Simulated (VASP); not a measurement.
# ZnSnP2 (I-42d) in VASP: single point with PBE+D3(BJ)

Aim: the single point of ZnSnP2 with PBE+D3(BJ).

Program: VASP 6.6.1. These are calculated values, not measurements. Logs are shortened: lines on timing, memory, paths and dates and some standing lists are left out, and cuts for length are marked.

## 1. The cell of the first run

It takes space group I-42d (No. 122, tetragonal). The conventional cell has a = 5.630 Å, b = 5.630 Å, c = 11.298 Å, α = 90.00°, β = 90.00°, γ = 90.00°. Within 3.1 Å of Zn (site symmetry -4) lie 4 P at 2.37 Å. Within 3.3 Å of Sn (site symmetry -4) lie 4 P at 2.52 Å. P (site symmetry 2) has 2 Zn at 2.37 Å and 2 Sn at 2.52 Å within 3.1 Å.

## 2. Single point, PBE+D3(BJ)

INCAR reads:

```
PREC = Accurate
ENCUT = 500
EDIFF = 1E-6
ISMEAR = 0
SIGMA = 0.02
LREAL = False
LASPH = True
NELM = 120
ALGO = Normal
ISIF = 2
LWAVE = False
LCHARG = True
GGA = PE
IVDW = 12
LELF = True
LVHAR = True
NBANDS = 46
GGA_COMPAT = False
```

KPOINTS reads:

```
regular mesh
0
Gamma
  8 8 8
```

POSCAR reads:

```
ZnSnP2
1.0
   -2.8149092427      2.8149092427      5.6489947713
    2.8149092427     -2.8149092427      5.6489947713
    2.8149092427      2.8149092427     -5.6489947713
Zn Sn P
2 2 4
Direct
    0.7500000000      0.2500000000      0.5000000000
    0.0000000000      0.0000000000      0.0000000000
    0.2500000000      0.7500000000      0.5000000000
    0.5000000000      0.5000000000      0.0000000000
    0.3750000000      0.3512511948      0.4762511948
    0.6487488052      0.1250000000      0.0237488052
    0.1012511948      0.6250000000      0.9762511948
    0.8750000000      0.8987488052      0.5237488052
```

Potentials or basis: VASP PAW PBE potentials, release 64 (Zn, Sn_d, P).

On the command line:

```sh
> cat potpaw_PBE.64/Zn/POTCAR potpaw_PBE.64/Sn_d/POTCAR potpaw_PBE.64/P/POTCAR > POTCAR
> mpirun -np 1 vasp_std > vasp.out
```

OUTCAR:

```text
PREC = Accurate
   ENCUT = 500
   EDIFF = 1E-6
   ISMEAR = 0
   LREAL = False
   LASPH = True
   NELM = 120
   ISIF = 2
   GGA = PE
   IVDW = 12
 IVDW          = 12

 ion  position               nearest neighbor table
   1  0.750  0.250  0.500-   5 2.37   6 2.37   7 2.37   8 2.37
   2  0.000  0.000  0.000-   5 2.37   6 2.37   7 2.37   8 2.37
   3  0.250  0.750  0.500-   6 2.52   5 2.52   8 2.52   7 2.52
   4  0.500  0.500  0.000-   8 2.52   6 2.52   7 2.52   5 2.52
   5  0.375  0.351  0.476-   1 2.37   2 2.37   4 2.52   3 2.52
   6  0.649  0.125  0.024-   1 2.37   2 2.37   4 2.52   3 2.52
   7  0.101  0.625  0.976-   1 2.37   2 2.37   3 2.52   4 2.52
   8  0.875  0.899  0.524-   1 2.37   2 2.37   3 2.52   4 2.52

  LATTYP: Found a body centered tetragonal cell.
 ALAT       =     5.6298184854
 C/A-ratio  =     2.0068123994

  Lattice vectors:

 A1 = (  -2.8149092427,   2.8149092427,   5.6489947713)
 A2 = (   2.8149092427,  -2.8149092427,   5.6489947713)
 A3 = (   2.8149092427,   2.8149092427,  -5.6489947713)

Analysis of symmetry for initial positions (statically):
=====================================================================
 Subroutine PRICEL returns:
 Original cell was already a primitive cell.

 Routine SETGRP: Setting up the symmetry group for a
 body centered tetragonal supercell.

 Subroutine GETGRP returns: Found  8 space group operations
 (whereof  4 operations were pure point group operations)
 out of a pool of 16 trial point group operations.

The static configuration has the point symmetry S_4 .
 The point group associated with its full space group is D_2d.

Analysis of symmetry for dynamics (positions and initial velocities):
=====================================================================
 Subroutine PRICEL returns:
 Original cell was already a primitive cell.

 Routine SETGRP: Setting up the symmetry group for a
 body centered tetragonal supercell.

 Subroutine GETGRP returns: Found  8 space group operations
 (whereof  4 operations were pure point group operations)
 out of a pool of 16 trial point group operations.

The dynamic configuration has the point symmetry S_4 .
 The point group associated with its full space group is D_2d.
[... 110 lines left out ...]
   NELM   =    120;   NELMIN=  2; NELMDL= -5     # of ELM steps
   EDIFF  = 0.1E-05   stopping-criterion for ELM
   LREAL  =      F    real-space projection
   EDIFFG = 0.1E-04   stopping-criterion for IOM
   NSW    =      0    number of steps for IOM
   IBRION =     -1    ionic relax: 0-MD 1-quasi-New 2-CG
   NFREE  =      0    steps in history (QN), initial steepest desc. (CG)
   ISIF   =      2    stress and relaxation
   ISYM   =      2    0-nonsym 1-usesym 2-fastsym
   POTIM  = 0.5000    time-step for ionic-motion
   TEBEG  =    0.0;   TEEND  =   0.0 temperature during run
   PSTRESS=    0.0 pullay stress
   NELECT =      72.0000    total number of electrons
   NUPDOWN=      -1.0000    fix difference up-down
   EMIN   =  10.00;   EMAX   =-10.00  energy-range for DOS
   EFERMI =   0.00;   METHOD = LEGACY
   ISMEAR =     0;   SIGMA  =   0.02  broadening in eV -4-tet -1-fermi 0-gaus
   EFERMI_NEDOS =   21; number of points for ismear=-14 and -15
   IALGO  =     38    algorithm
   IMIX   =      4    mixing-type and parameters
     AMIX     =   0.40;   BMIX     =  1.00
     AMIX_MAG =   1.60;   BMIX_MAG =  1.00
  volume/ion in A,a.u.               =      22.38       151.03
  Fermi-wavevector in a.u.,A,eV,Ry     =   1.208367  2.283483 19.866572  1.460152
  Thomas-Fermi vector in A             =   2.343977
   LORBIT       =      0    0 simple, 1 ext, 2 COOP (PROOUT), +10 PAW based schemes
   GGA     = PE    functional components
   LHFCALC =     F    Hartree Fock is set to
   AEXX    =    0.0000 exact exchange contribution
   IVDW    =    12    specifies the selected vdW correction
   LEPSILON=     F    determine dielectric tensor
   LRPA    =     F    only Hartree local field effects (RPA)
 non-spin polarized calculation
 Gauss-broadening in eV      SIGMA  =   0.02
  energy-cutoff  :      500.00
  volume of cell :      179.04
 maximum number of plane-waves:      4578
   NGX = 25   NGY = 25   NGZ = 25

 number of electron      71.9999979 magnetization

 Free energy of the ion-electron system (eV)
  ---------------------------------------------------
  ext. energy  EPLUGINS =         0.00000000
  ---------------------------------------------------
  free energy    TOTEN  =       -33.00158449 eV

  energy without entropy =      -33.00158449  energy(sigma->0) =      -33.00158449

 E-fermi :   4.8803     XC(G=0):  -9.5859

 val. band max:        4.7942750562   @ k =   0.0000   0.0000   0.0000
 cond. band min:       5.6649690598   @ k =   0.0000   0.0000   0.0000
 fundamental gap:      0.8706940036
 Fermi energy:         4.8802946972

 k-point     1 :       0.0000    0.0000    0.0000
  band No.  band energies     occupation
      1     -16.7981      2.00000
      2     -16.7981      2.00000
      3     -16.7978      2.00000
      4     -16.7780      2.00000
      5     -16.7671      2.00000
      6     -16.7671      2.00000
[... 1165 lines left out ...]
     45      10.1105      0.00000
     46      10.1902      0.00000

 [... further k-points ...]

------------------------ aborting loop because EDIFF is reached ----------------------------------------

 Edisp (eV)   -2.71062

 E8    (eV) :    -1.1405

  FORCE on cell =-STRESS in cart. coord.  units (eV):
  Direction    XX          YY          ZZ          XY          YZ          ZX
  --------------------------------------------------------------------------------------
  -------------------------------------------------------------------------------------
  Total       0.01099     0.01099     0.02078     0.00000    -0.00000     0.00000
  in kB       0.09835     0.09835     0.18592     0.00000    -0.00000     0.00000
  external pressure =        0.13 kB  Pullay stress =        0.00 kB

 VOLUME and BASIS-vectors are now :
 -----------------------------------------------------------------------------
  energy-cutoff  :      500.00
  volume of cell :      179.04
      direct lattice vectors                 reciprocal lattice vectors
    -2.814909243  2.814909243  5.648994771     0.000000000  0.177625620  0.088511323
     2.814909243 -2.814909243  5.648994771     0.177625620  0.000000000  0.088511323
     2.814909243  2.814909243 -5.648994771     0.177625620  0.177625620  0.000000000

 POSITION                                       TOTAL-FORCE (eV/Angst)
 -----------------------------------------------------------------------------------
      0.00000      2.81491      2.82450         0.000000     -0.000000      0.000000
      0.00000      0.00000      0.00000         0.000000     -0.000000     -0.000000
      2.81491      0.00000      2.82450         0.000000     -0.000000      0.000000
      0.00000      0.00000      5.64899         0.000000     -0.000000     -0.000000
      1.27375      1.40745      1.41225         0.026380     -0.000000      0.000000
     -1.40745      1.54116      4.23675         0.000000     -0.026380     -0.000000
      4.22236      1.27375     -1.41225         0.000000      0.026380      0.000000
      1.54116      1.40745      7.06124        -0.026380     -0.000000     -0.000000
 -----------------------------------------------------------------------------------
    total drift:                               -0.000004     -0.000004     -0.000006

  FREE ENERGIE OF THE ION-ELECTRON SYSTEM (eV)
  ---------------------------------------------------
  free  energy   TOTEN  =       -35.7122093088 eV

  energy  without entropy=      -35.7122093088  energy(sigma->0) =      -35.71220931
```

OSZICAR:

```text
N       E                     dE             d eps       ncg     rms          rms(c)
DAV:   1     0.662694096687E+03    0.66269E+03   -0.32558E+04  5556   0.193E+03
DAV:   2     0.685448078130E+02   -0.59415E+03   -0.57576E+03  5428   0.522E+02
DAV:   3    -0.287717829833E+02   -0.97317E+02   -0.95141E+02  5994   0.181E+02
DAV:   4    -0.343372727188E+02   -0.55655E+01   -0.55341E+01  6666   0.443E+01
DAV:   5    -0.344693635082E+02   -0.13209E+00   -0.13199E+00  6632   0.744E+00    0.104E+01
DAV:   6    -0.330312487615E+02    0.14381E+01   -0.33797E+00  7626   0.320E+01    0.714E+00
DAV:   7    -0.330106837731E+02    0.20565E-01   -0.25083E+00  6566   0.803E+00    0.314E+00
DAV:   8    -0.330005704841E+02    0.10113E-01   -0.93229E-02  6130   0.192E+00    0.152E+00
DAV:   9    -0.330013391098E+02   -0.76863E-03   -0.29219E-02  6804   0.744E-01    0.269E-01
DAV:  10    -0.330011099984E+02    0.22911E-03   -0.29796E-03  6840   0.483E-01    0.106E-01
DAV:  11    -0.330015020253E+02   -0.39203E-03   -0.47691E-04  6572   0.140E-01    0.543E-02
DAV:  12    -0.330015777392E+02   -0.75714E-04   -0.13439E-04  5732   0.837E-02    0.151E-02
DAV:  13    -0.330015835804E+02   -0.58412E-05   -0.22383E-05  6538   0.436E-02    0.708E-03
DAV:  14    -0.330015844939E+02   -0.91353E-06   -0.43057E-06  5654   0.215E-02
   1 F= -.35712209E+02 E0= -.35712209E+02  d E =-.409111E-12
```

stdout:

```text
POSCAR found type information on POSCAR ZnSnP
 POSCAR found :  3 types and       8 ions
 scaLAPACK will be used
 LDA part: xc-table for (Slater+PW92), standard interpolation
 POSCAR, INCAR and KPOINTS ok, starting setup
 FFT: planning ... GRIDC
 FFT: planning ... GRID_SOFT
 FFT: planning ... GRID
 WAVECAR not read
 entering main loop
```

Wall time 7.4 min (1 thread of AMD EPYC 7R13 (Zen 3), shared host); peak memory 0.58 GiB.

What came out:

- Free energy: -35.7122 eV
- Pressure: 0.0 GPa
- Largest force: 0.026 eV/Å
- Band gap on the k mesh: 0.87 eV
- Dispersion energy per atom: -0.339 eV

Forces on the atoms (eV/Å):
```
Zn   0.000  0.000  0.000
Zn   0.000  0.000  0.000
Sn   0.000  0.000  0.000
Sn   0.000  0.000  0.000
P    0.026  0.000  0.000
P    0.000 -0.026  0.000
P    0.000  0.026  0.000
P   -0.026  0.000  0.000
```

Levels at points of the mesh, in eV from the valence-band top:
```csv
k point,band 34,band 35,band 36,band 37,band 38,band 39
"(0.00, 0.00, 0.00)",-0.01,0.00,0.00,0.87,1.38,1.59
"(0.50, 0.00, 0.00)",-1.93,-1.49,-1.00,2.50,2.63,2.77
"(0.50, 0.50, 0.00)",-1.10,-0.82,-0.82,1.12,1.12,2.88
"(0.50, 0.50, 0.50)",-1.71,-1.40,-1.40,1.36,1.36,1.37
```

Caveat: spin-orbit coupling is left out, which moves the levels of the heavy elements. A k mesh can miss the band edges.
